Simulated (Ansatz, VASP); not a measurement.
# RbAsO3: VASP beside Ansatz

INCAR

```
  PREC = Accurate
  ENCUT = 1340
  EDIFF = 1E-6
  ISMEAR = -1
  SIGMA = 0.1
  LREAL = F
  LASPH = T
  NELM = 120
  ALGO = Normal
  ISIF = 2
  LWAVE = F
  LCHARG = T
  GGA = CA
  LELF = T
  LVHAR = T
  NBANDS = 29
  GGA_COMPAT = F
```

The input KPOINTS:

```
Automatic mesh
0
Gamma
  4 4 4
```

Contents of POSCAR:

```
RbAsO3
1.0
    3.8174159794      0.0000000000      0.0000000000
    0.0000000000      3.8174159794      0.0000000000
    0.0000000000      0.0000000000      3.8174159794
Rb As O
1 1 3
Direct
    0.0000000000      0.0000000000      0.0000000000
    0.5000000000      0.5000000000      0.5000000000
    0.5000000000      0.5000000000      0.0000000000
    0.5000000000      0.0000000000      0.5000000000
    0.0000000000      0.5000000000      0.5000000000
```

Input for Ansatz:

```yaml
crystal:
  lattice:
    - [3.8174159794465425, -1.1443585010148789e-18, -4.5197308865735105e-15]
    - [-1.144533673641972e-18, 3.8174159794465425, -1.5542177123327895e-16]
    - [3.2007553608689985e-15, -8.550268427429467e-16, 3.8174159794465203]
  atoms:
    - { symbol: Rb, position: [-1.7183057859879546e-31, 1.257855309319205e-31, 1.8165594148855859e-31] }
    - { symbol: As, position: [0.500000000000001, 0.500000000000001, 0.500000000000001] }
    - { symbol: O, position: [0.500000000000001, 0.500000000000001, 2.425267630680422e-31] }
    - { symbol: O, position: [0.500000000000001, -4.4347447292970885e-31, 0.5000000000000011] }
    - { symbol: O, position: [1.648196071179905e-30, 0.500000000000001, 0.500000000000001] }
kpoints:
  mp_grid:
    grid: [4, 4, 4]
hamiltonian:
  xc: lda
  pseudopotentials:
    kind: paw
scf:
  occupations:
    method: fermi_dirac
    width: 0.1
output:
  forces: true
  stress: true
```

Alike in both runs: task single point; functional LDA; k mesh 4 × 4 × 4; occupations fermi-dirac, width 0.1 eV; no spin polarisation.

|  | VASP | Ansatz |
| --- | --- | --- |
| version | VASP 6.6.1 | Ansatz 0.2.0 |
| potentials or method | VASP PAW LDA potentials, release 64 (Rb_sv, As_d, O_h) | plane waves, PAW |
| plane-wave cutoff (eV) | 1340 | 420 |
| valence electrons in the cell | 42 | 42 |

VASP gave:

* pressure (GPa): 0.9

Question: Estimate Ansatz's values.

Answer: Pressure (GPa): 0.0.

LDA's correlation is that of Perdew and Zunger in VASP and of Perdew and Wang (1992) in Ansatz.

The k mesh is coarse, so the values compare programs but aren't converged.
